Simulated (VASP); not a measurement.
Set up this calculation in VASP 6.6.1, as the native input.

- Task: single point
- Functional: PBEsol
- Potentials or basis: VASP PAW PBE potentials, release 64 (Si, C)
- Cutoff: 520 eV
- k mesh: 20 × 20 × 20
- Occupations: fermi-dirac, width 0.15 eV
- Spin: no spin polarisation
- Dipole correction: no
- Further INCAR settings: ALGO = Normal; EDIFF = 1e-06; NBANDS = 11

The structure of SiC lies in POSCAR:

```
SiC
1.0
    0.0000000000      2.0182099451      2.0182099451
    2.0182099451      0.0000000000      2.0182099451
    2.0182099451      2.0182099451      0.0000000000
Si C
1 1
Direct
    0.0000000000      0.0000000000      0.0000000000
    0.5000000000      0.5000000000      0.5000000000
```

The input as run:

INCAR

```
  ALGO = Normal
  EDIFF = 1E-6
  ENCUT = 520
  GGA = PS
  ISIF = 2
  ISMEAR = -1
  LASPH = T
  LCHARG = F
  LREAL = F
  LWAVE = F
  NBANDS = 11
  NELM = 80
  PREC = Accurate
  SIGMA = 0.15
```

KPOINTS

```
k-points
0
Gamma
  20 20 20
```

Potentials or basis: VASP PAW PBE potentials, release 64 (Si, C).

Command:

```bash
$ cat potpaw_PBE.64/Si/POTCAR potpaw_PBE.64/C/POTCAR > POTCAR
$ mpirun -np 1 vasp_std > vasp.out
```

Results of the run:

```json
{
 "Pressure": "0.6 GPa",
 "Band gap on the k mesh": "zero (band 4 reaches 12.58 eV, above the bottom of band 5 at 11.63 eV)"
}
```

Caveat: the PAW data sets were made with another functional, which shifts forces and pressure a little.

Wall time 24 s on 1 thread of Intel(R) Xeon(R) 6975P-C (Granite Rapids), with other jobs on the host, peak memory 0.17 GiB.
